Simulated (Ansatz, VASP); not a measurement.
K: VASP beside Ansatz

Contents of POSCAR:

```
K
1.0
   -2.6699463634      2.6699463634      2.6699463634
    2.6699463634     -2.6699463634      2.6699463634
    2.6699463634      2.6699463634     -2.6699463634
K
1
Direct
    0.0000000000      0.0000000000      0.0000000000
```

The input INCAR.step1:

```
SYSTEM = K
ALGO = Normal
EDIFF = 1E-4
ENCUT = 520
GGA = PE
ISMEAR = 1
LASPH = .True.
LCHARG = .False.
LREAL = .False.
LWAVE = .True.
NBANDS = 10
NELM = 100
PREC = Accurate
SIGMA = 0.03
```

File INCAR.step2:

```
SYSTEM = K
ALGO = Normal
EDIFF = 1E-6
ENCUT = 520
ISIF = 2
ISMEAR = 1
ISTART = 1
LASPH = .True.
LCHARG = .False.
LMIXTAU = .True.
LREAL = .False.
LWAVE = .False.
METAGGA = R2SCAN
NBANDS = 10
NELM = 100
PREC = Accurate
SIGMA = 0.03
```

The input KPOINTS:

```
k-points
0
Gamma
  8 8 8
  0 0 0
```

Input for Ansatz:

```yaml
crystal:
  lattice:
    - [-2.6699463634, 2.6699463634, 2.6699463634]
    - [2.6699463634, -2.6699463634, 2.6699463634]
    - [2.6699463634, 2.6699463634, -2.6699463634]
  atoms:
    - { symbol: K, position: [0.0, 0.0, 0.0] }
hamiltonian:
  xc: r2scan
  pseudopotentials:
    kind: paw
    azcp:
      K: "pseudopotentials/K.paw.azcp"
basis:
  ecutwfc: 500
  fft_grid_basis: typed
kpoints:
  mp_grid: { grid: [8, 8, 8], shift: [0, 0, 0] }
magnetization:
  spin_polarized: false
scf:
  occupations: { method: cold, width: 0.03 }
  lower_state_search: "off"
output:
  stress: true
```

Alike in both runs: task single point; functional r2SCAN; k mesh 8 × 8 × 8; no spin polarisation.

|  | VASP | Ansatz |
| --- | --- | --- |
| version | VASP 6.6.1 | Ansatz 0.2.0 |
| potentials or method | VASP PAW PBE potentials, release 64 (K_sv), cutoff 520 eV | plane waves (500 eV) with PAW, scalar-relativistic |
| occupations | methfessel-paxton of order 1, width 0.03 eV | cold, width 0.03 eV |
| valence electrons in the cell | 9 | 9 |

```tsv
	VASP	Ansatz	Ansatz less VASP
pressure (GPa)	0.0	0.0	+0.03
```

VASP's potentials were made for PBE, not for r2SCAN.
